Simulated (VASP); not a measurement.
A run of VASP 6.6.1 is set up as follows.

INCAR

```
ALGO = Fast ; EDIFF = 1E-6
EDIFFG = -0.001 ; ENCUT = 600
IBRION = 2 ; ISIF = 3
ISMEAR = -1 ; LASPH = T
LCHARG = F ; LREAL = F
LWAVE = F ; NELM = 80
NSW = 80 ; PREC = Accurate
SIGMA = 0.15
```

The input KPOINTS:

```
k-points
0
Gamma
  18 18 18
```

The input POSCAR:

```
W
1.0
   -1.5674691639      1.5674691639      1.5674691639
    1.5674691639     -1.5674691639      1.5674691639
    1.5674691639      1.5674691639     -1.5674691639
W
1
Direct
    0.0000000000      0.0000000000      0.0000000000
```

Potentials or basis: VASP PAW LDA potentials, release 64 (W_sv).

Launch:

```sh
$ cat potpaw_LDA.64/W_sv/POTCAR > POTCAR
$ mpirun -np 1 vasp_std > vasp.out
```

Question: Estimate the relaxed cell.

Answer: a = 2.721 Å, b = 2.721 Å, c = 2.721 Å, α = 109.47°, β = 109.47°, γ = 109.47°.

Question: What does it give for the relaxed volume?

Answer: 15.51 Å³/atom.

The path:
| step | energy change (eV) | largest force (eV/Å) | pressure (GPa) | volume (Å³) |
| --- | --- | --- | --- | --- |
| 1 | 0.0000 | 0.0000 | 2.35 | 15.40 |
| 2 | 0.0099 | 0.0000 | -8.91 | 15.91 |
| 3 | -0.0007 | 0.0000 | -0.10 | 15.52 |
| 4 | -0.0007 | 0.0000 | -0.19 | 15.52 |
| 5 | -0.0006 | 0.0000 | 1.03 | 15.46 |
| 6 | -0.0007 | 0.0000 | 0.05 | 15.51 |
| 7 | -0.0007 | 0.0000 | 0.00 | 15.51 |
